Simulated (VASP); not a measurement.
# In2Sb (P6_3/mmc) in VASP: notebook

In2Sb is run at these levels: PBEsol; tasks: single point, relaxation of cell and atoms.

Everything below comes from runs of VASP 6.6.1. Logs are shortened: lines on timing, memory, paths and dates and some standing lists are left out, and cuts for length are marked.

**1. The cell of the first run**

It takes space group P6_3/mmc (No. 194, hexagonal). The conventional cell has a = 5.322 Å, b = 5.322 Å, c = 6.408 Å, α = 90.00°, β = 90.00°, γ = 120.00°. In (site symmetry -6m2) has 5 Sb at 3.07 to 3.20 Å and 6 In at 3.47 Å within 4.0 Å. Within 4.2 Å of In (site symmetry -3m) lie 8 In at 3.20 to 3.47 Å and 6 Sb at 3.47 Å. Within 4.0 Å of Sb (site symmetry -6m2) lie 11 In at 3.07 to 3.47 Å.

**2. Single point, PBEsol**

Contents of INCAR:

```
SYSTEM = In2Sb
  ALGO = Normal
  EDIFF = 1E-7
  ENCUT = 520
  GGA = PS
  ISIF = 2
  ISMEAR = -1
  LASPH = .TRUE.
  LCHARG = .FALSE.
  LREAL = .FALSE.
  LWAVE = .FALSE.
  NBANDS = 40
  NELM = 100
  PREC = Accurate
  SIGMA = 0.02
```

Contents of KPOINTS:

```
k-points
0
G
  5 5 3
  0 0 0
```

Contents of POSCAR:

```
In2Sb
1.0
    5.3216292139      0.0000000000      0.0000000000
   -2.6608146070      4.6086660888      0.0000000000
    0.0000000000      0.0000000000      6.4084614911
In Sb
4 2
Direct
    0.6666666667      0.3333333333      0.2500000000
    0.3333333333      0.6666666667      0.7500000000
    0.0000000000      0.0000000000      0.5000000000
    0.0000000000      0.0000000000      0.0000000000
    0.6666666667      0.3333333333      0.7500000000
    0.3333333333      0.6666666667      0.2500000000
```

Potentials or basis: VASP PAW PBE potentials, release 64 (In_d, Sb).

Command:

```bash
$ cat potpaw_PBE.64/In_d/POTCAR potpaw_PBE.64/Sb/POTCAR > POTCAR
$ mpirun -np 1 vasp_std > vasp.out
```

OUTCAR:

```text
SYSTEM = In2Sb
   EDIFF = 1E-7
   ENCUT = 520
   GGA = PS
   ISIF = 2
   ISMEAR = -1
   LASPH = .TRUE.
   LREAL = .FALSE.
   NELM = 100
   PREC = Accurate

 ion  position               nearest neighbor table
   1  0.667  0.333  0.250-   6 3.07   6 3.07   6 3.07   5 3.20   5 3.20   3 3.47   4 3.47   3 3.47
                             4 3.47   3 3.47   4 3.47
   2  0.333  0.667  0.750-   5 3.07   5 3.07   5 3.07   6 3.20   6 3.20   3 3.47   4 3.47   4 3.47
                             3 3.47   4 3.47   3 3.47
   3  0.000  0.000  0.500-   4 3.20   4 3.20   1 3.47   5 3.47   6 3.47   2 3.47   1 3.47   5 3.47
                             2 3.47   6 3.47   1 3.47   5 3.47   2 3.47   6 3.47
   4  0.000  0.000  0.000-   3 3.20   3 3.20   1 3.47   5 3.47   6 3.47   2 3.47   1 3.47   5 3.47
                             2 3.47   6 3.47   1 3.47   5 3.47   2 3.47   6 3.47
   5  0.667  0.333  0.750-   2 3.07   2 3.07   2 3.07   1 3.20   1 3.20   3 3.47   4 3.47   3 3.47
                             4 3.47   3 3.47   4 3.47
   6  0.333  0.667  0.250-   1 3.07   1 3.07   1 3.07   2 3.20   2 3.20   3 3.47   4 3.47   4 3.47
                             3 3.47   4 3.47   3 3.47

  LATTYP: Found a hexagonal cell.
 ALAT       =     5.3216292139
 C/A-ratio  =     1.2042292376

  Lattice vectors:

 A1 = (   5.3216292139,   0.0000000000,   0.0000000000)
 A2 = (  -2.6608146070,   4.6086660888,   0.0000000000)
 A3 = (   0.0000000000,   0.0000000000,   6.4084614911)

Analysis of symmetry for initial positions (statically):
=====================================================================
 Subroutine PRICEL returns:
 Original cell was already a primitive cell.

 Routine SETGRP: Setting up the symmetry group for a
 hexagonal supercell.

 Subroutine GETGRP returns: Found 24 space group operations
 (whereof 12 operations were pure point group operations)
 out of a pool of 24 trial point group operations.

The static configuration has the point symmetry D_3d.
 The point group associated with its full space group is D_6h.

Analysis of symmetry for dynamics (positions and initial velocities):
=====================================================================
 Subroutine PRICEL returns:
 Original cell was already a primitive cell.

 Routine SETGRP: Setting up the symmetry group for a
 hexagonal supercell.

 Subroutine GETGRP returns: Found 24 space group operations
 (whereof 12 operations were pure point group operations)
 out of a pool of 24 trial point group operations.

The dynamic configuration has the point symmetry D_3d.
 The point group associated with its full space group is D_6h.

 Subroutine INISYM returns: Found 24 space group operations
 (whereof 12 operations are pure point group operations),
 and found     1 'primitive' translations

----------------------------------------------------------------------------------------

                                     Primitive cell

  volume of cell :     157.1714

  direct lattice vectors                    reciprocal lattice vectors
     5.321629214  0.000000000  0.000000000     0.187912378  0.108491262  0.000000000
    -2.660814607  4.608666089  0.000000000     0.000000000  0.216982524  0.000000000
     0.000000000  0.000000000  6.408461491     0.000000000  0.000000000  0.156043693

  length of vectors
     5.321629214  5.321629214  6.408461491     0.216982524  0.216982524  0.156043693

  position of ions in fractional coordinates (direct lattice)
     0.666666667  0.333333333  0.250000000
     0.333333333  0.666666667  0.750000000
     0.000000000  0.000000000  0.500000000
     0.000000000  0.000000000  0.000000000
     0.666666667  0.333333333  0.750000000
     0.333333333  0.666666667  0.250000000

  ion indices of the primitive-cell ions
   primitive index   ion index
                 1           1
                 2           2
                 3           3
                 4           4
                 5           5
                 6           6

----------------------------------------------------------------------------------------

 KPOINTS: k-points

Automatic generation of k-mesh.
 Grid dimensions read from file:
 generate k-points for:    5    5    3

 Generating k-lattice:

  Cartesian coordinates                     Fractional coordinates (reciprocal lattice)
     0.037582476  0.021698252  0.000000000     0.200000000  0.000000000  0.000000000
     0.000000000  0.043396505  0.000000000     0.000000000  0.200000000  0.000000000
     0.000000000  0.000000000  0.052014564     0.000000000  0.000000000  0.333333333

  Length of vectors
     0.043396505  0.043396505  0.052014564

  Shift w.r.t. Gamma in fractional coordinates (k-lattice)
     0.000000000  0.000000000  0.000000000

 Subroutine IBZKPT returns following result:
 ===========================================

 Found     10 irreducible k-points:

 Following reciprocal coordinates:
            Coordinates               Weight
  0.000000  0.000000  0.000000      1.000000
  0.200000 -0.000000  0.000000      6.000000
  0.400000  0.000000  0.000000      6.000000
  0.200000  0.200000  0.000000      6.000000
  0.400000  0.200000  0.000000      6.000000
  0.000000  0.000000  0.333333      2.000000
  0.200000 -0.000000  0.333333     12.000000
  0.400000  0.000000  0.333333     12.000000
  0.200000  0.200000  0.333333     12.000000
  0.400000  0.200000  0.333333     12.000000
   k-points           NKPTS =     10   k-points in BZ     NKDIM =     10   number of bands    NBANDS=     40
   number of dos      NEDOS =    301   number of ions     NIONS =      6
   total plane-waves  NPLWV =  76800
   dimension x,y,z NGX =    40 NGY =   40 NGZ =   48
   dimension x,y,z NGXF=    80 NGYF=   80 NGZF=   96
   ions per type =               4   2
   NGX,Y,Z   is equivalent  to a cutoff of  12.50, 12.50, 12.45 a.u.
   NGXF,Y,Z  is equivalent  to a cutoff of  24.99, 24.99, 24.90 a.u.
 SYSTEM =  In2Sb
   PREC   = accura    normal or accurate (medium, high low for compatibility)
   ISTART =      0    job   : 0-new  1-cont  2-samecut
   ICHARG =      2    charge: 1-file 2-atom 10-const
   ISPIN  =      1    spin polarized calculation?
   LNONCOLLINEAR =      F non collinear calculations
   LSORBIT =      F    spin-orbit coupling
   LASPH  =      T    aspherical Exc in radial PAW
   ENCUT  =  520.0 eV  38.22 Ry    6.18 a.u.   9.89  9.89 11.92*2*pi/ulx,y,z
   NELM   =    100;   NELMIN=  2; NELMDL= -5     # of ELM steps
   EDIFF  = 0.1E-06   stopping-criterion for ELM
   LREAL  =      F    real-space projection
   EDIFFG = 0.1E-05   stopping-criterion for IOM
   NSW    =      0    number of steps for IOM
   IBRION =     -1    ionic relax: 0-MD 1-quasi-New 2-CG
   NFREE  =      0    steps in history (QN), initial steepest desc. (CG)
   ISIF   =      2    stress and relaxation
   ISYM   =      2    0-nonsym 1-usesym 2-fastsym
   POTIM  = 0.5000    time-step for ionic-motion
   TEBEG  =    0.0;   TEEND  =   0.0 temperature during run
   PSTRESS=    0.0 pullay stress
   NELECT =      62.0000    total number of electrons
   NUPDOWN=      -1.0000    fix difference up-down
   EMIN   =  10.00;   EMAX   =-10.00  energy-range for DOS
   EFERMI =   0.00;   METHOD = LEGACY
   ISMEAR =    -1;   SIGMA  =   0.02  broadening in eV -4-tet -1-fermi 0-gaus
   EFERMI_NEDOS =   21; number of points for ismear=-14 and -15
   IALGO  =     38    algorithm
   IMIX   =      4    mixing-type and parameters
     AMIX     =   0.40;   BMIX     =  1.00
     AMIX_MAG =   1.60;   BMIX_MAG =  1.00
  volume/ion in A,a.u.               =      26.20       176.77
  Fermi-wavevector in a.u.,A,eV,Ry     =   1.200644  2.268888 19.613418  1.441546
  Thomas-Fermi vector in A             =   2.336474
   LORBIT       =      0    0 simple, 1 ext, 2 COOP (PROOUT), +10 PAW based schemes
   GGA     = PS    functional components
   LHFCALC =     F    Hartree Fock is set to
   AEXX    =    0.0000 exact exchange contribution
   IVDW    =     0    specifies the selected vdW correction
   LEPSILON=     F    determine dielectric tensor
   LRPA    =     F    only Hartree local field effects (RPA)
 non-spin polarized calculation
  energy-cutoff  :      520.00
  volume of cell :      157.17
 maximum number of plane-waves:      4247
 NGX is ok and might be reduce to    40
   NGX = 19   NGY = 19   NGZ = 23

 number of electron      62.0000011 magnetization

 Free energy of the ion-electron system (eV)
  ---------------------------------------------------
  ext. energy  EPLUGINS =         0.00000000
  ---------------------------------------------------
  free energy    TOTEN  =       -21.24351818 eV

  energy without entropy =      -21.23818220  energy(sigma->0) =      -21.24085019

 E-fermi :   7.9640     XC(G=0): -10.4004

 val. band max:        7.9547179309   @ k =   0.2000  -0.0000   0.0000
 cond. band min:       7.9771385333   @ k =   0.2000  -0.0000   0.0000
 fundamental gap:      0.0224206024
 Fermi energy:         7.9640207787

 k-point     1 :       0.0000    0.0000    0.0000
  band No.  band energies     occupation
      1      -6.9959      2.00000
      2      -6.9349      2.00000
      3      -6.9349      2.00000
      4      -6.8544      2.00000
      5      -6.8544      2.00000
      6      -6.7760      2.00000
[... 32 lines left out ...]
     39      10.2708      0.00000
     40      12.0101      0.00000

 k-point     2 :       0.2000   -0.0000    0.0000
  band No.  band energies     occupation
      1      -6.9929      2.00000
      2      -6.9379      2.00000
      3      -6.9219      2.00000
      4      -6.8399      2.00000
      5      -6.8271      2.00000
      6      -6.8137      2.00000
[... 333 lines left out ...]
     39      12.2029      0.00000
     40      12.2573      0.00000

 k-point    10 :       0.4000    0.2000    0.3333
  band No.  band energies     occupation
      1      -6.8863      2.00000
      2      -6.8698      2.00000
      3      -6.8615      2.00000
      4      -6.8434      2.00000
      5      -6.8149      2.00000
      6      -6.7992      2.00000
[... 32 lines left out ...]
     39      12.3479      0.00000
     40      12.8801      0.00000

------------------------ aborting loop because EDIFF is reached ----------------------------------------

  FORCE on cell =-STRESS in cart. coord.  units (eV):
  Direction    XX          YY          ZZ          XY          YZ          ZX
  --------------------------------------------------------------------------------------
  -------------------------------------------------------------------------------------
  Total       -0.0142842     -0.0142842     -0.0236455      0.0000000     -0.0000000     -0.0000000
  in kB       -0.1456110     -0.1456110     -0.2410384      0.0000000     -0.0000000     -0.0000000
  external PRESSURE =      -0.1774201 kB  Pullay stress =       0.0000000 kB

 VOLUME and BASIS-vectors are now :
 -----------------------------------------------------------------------------
  energy-cutoff  :      520.00
  volume of cell :      157.17
      direct lattice vectors                 reciprocal lattice vectors
     5.321629214  0.000000000  0.000000000     0.187912378  0.108491262  0.000000000
    -2.660814607  4.608666089  0.000000000     0.000000000  0.216982524  0.000000000
     0.000000000  0.000000000  6.408461491     0.000000000  0.000000000  0.156043693

 POSITION                                       TOTAL-FORCE (eV/Angst)
 -----------------------------------------------------------------------------------
      2.66081      1.53622      1.60212        -0.000000      0.000000      0.000000
     -0.00000      3.07244      4.80635         0.000000     -0.000000      0.000000
      0.00000      0.00000      3.20423         0.000000      0.000000      0.000000
      0.00000      0.00000      0.00000         0.000000      0.000000      0.000000
      2.66081      1.53622      4.80635         0.000000      0.000000      0.000000
     -0.00000      3.07244      1.60212        -0.000000      0.000000      0.000000
 -----------------------------------------------------------------------------------
    total drift:                               -0.000000     -0.000000     -0.000000

  FREE ENERGIE OF THE ION-ELECTRON SYSTEM (eV)
  ---------------------------------------------------
  free  energy   TOTEN  =       -21.2435181816 eV

  energy  without entropy=      -21.2381821988  energy(sigma->0) =      -21.24085019
```

Run time: 41 s. Hardware: 1 thread of AMD EPYC 9R45 (Zen 5), shared host; peak memory 0.24 GiB.

What came out:

- Free energy: -21.2435 eV
- Pressure: 0.0 GPa
- Band gap on the k mesh: zero (bands 31 and 32 overlap by 1.36 eV)

Levels at points of the mesh, in eV from the Fermi level:
```tsv
k point	band 27	band 28	band 29	band 30	band 31	band 32	band 33	band 34	band 35	band 36
(0.00, 0.00, 0.00)	-2.83	-2.20	-2.20	-1.48	-0.91	-0.51	-0.51	0.06	0.29	1.99
```

Caveat: the PAW data sets were made with another functional, which shifts forces and pressure a little; spin-orbit coupling is left out, which moves the levels of the heavy elements.

**3. Relaxation of cell and atoms, PBEsol**

This run uses another cell than the first one, of 28.08 Å³/atom.

Contents of INCAR:

```
SYSTEM = In2Sb
PREC = Accurate
ENCUT = 600
EDIFF = 1E-6
ISMEAR = -1
SIGMA = 0.02
LREAL = .False.
LASPH = .True.
NELM = 100
ALGO = Fast
ISIF = 3
LWAVE = .False.
LCHARG = .False.
GGA = PS
IBRION = 2
NSW = 80
EDIFFG = -0.02
```

Contents of KPOINTS:

```
Automatic mesh
0
Gamma
  5 5 3
  0 0 0
```

Edit POSCAR of step 2 so:

```diff
@@ -2,5 +2,5 @@
 1.0
-    5.3216292139      0.0000000000      0.0000000000
-   -2.6608146070      4.6086660888      0.0000000000
-    0.0000000000      0.0000000000      6.4084614911
+    5.3799000000      0.0000000000      0.0000000000
+   -2.6899500000      4.6591300000      0.0000000000
+    0.0000000000      0.0000000000      6.7225500000
 In Sb
```

Potentials or basis: VASP PAW PBE potentials, release 64 (In_d, Sb).

Command:

```bash
$ cat potpaw_PBE.64/In_d/POTCAR potpaw_PBE.64/Sb/POTCAR > POTCAR
$ mpirun -np 1 vasp_std > vasp.out
```

Wall time 5.7 min (1 thread of AMD EPYC 9R45 (Zen 5), shared host); peak memory 0.35 GiB.

The run converged. Its results:

```yaml
Free_energy: -21.2453 eV
Relaxed_volume: 26.28 Å³/atom
Relaxed_cell: a = 5.328 Å, b = 5.328 Å, c = 6.413 Å, α = 90.00°, β = 90.00°, γ = 120.00°
Space_group_after_relaxing_to_0.1_Å: P6_3/mmc (No. 194)
Energy_gained_by_relaxing: 20.3 meV/atom
Ionic_steps: 7
Pressure_after_relaxing: -0.1 GPa
Band_gap_on_the_k_mesh: zero (bands 31 and 32 overlap by 1.35 eV)
```

Stress tensor (GPa, compression positive):
```
-0.08  0.00  0.00
 0.00 -0.08  0.00
 0.00  0.00  0.00
```

Step by step:
```
step  energy change (eV)  largest force (eV/Å)  pressure (GPa)  volume (Å³)
   1              0.0000                0.0000           -2.63       168.51
   2             -0.0972                0.0000            0.08       157.49
   3             -0.0973                0.0000            0.21       157.05
   4             -0.1186                0.0000            0.41       156.11
   5             -0.1198                0.0000            0.46       155.91
   6             -0.1200                0.0000            0.48       155.82
   7             -0.1221                0.0000           -0.05       157.69
```

Final structure:
```yaml
crystal:
  lattice:
    - [5.32847, 0.00000, 0.00000]
    - [-2.66423, 4.61459, 0.00000]
    - [0.00000, 0.00000, 6.41307]
  atoms:
    - { symbol: In, position: [0.66667, 0.33333, 0.25000] }
    - { symbol: In, position: [0.33333, 0.66667, 0.75000] }
    - { symbol: In, position: [0.00000, 0.00000, 0.50000] }
    - { symbol: In, position: [0.00000, 0.00000, 0.00000] }
    - { symbol: Sb, position: [0.66667, 0.33333, 0.75000] }
    - { symbol: Sb, position: [0.33333, 0.66667, 0.25000] }
```

Levels at points of the mesh, in eV from the Fermi level:
| k point | band 27 | band 28 | band 29 | band 30 | band 31 | band 32 | band 33 | band 34 | band 35 | band 36 |
| --- | --- | --- | --- | --- | --- | --- | --- | --- | --- | --- |
| (0.00, 0.00, 0.00) | -2.83 | -2.19 | -2.19 | -1.49 | -0.91 | -0.50 | -0.50 | 0.05 | 0.29 | 1.99 |

Caveat: the PAW data sets were made with another functional, which shifts forces and pressure a little; spin-orbit coupling is left out, which moves the levels of the heavy elements.
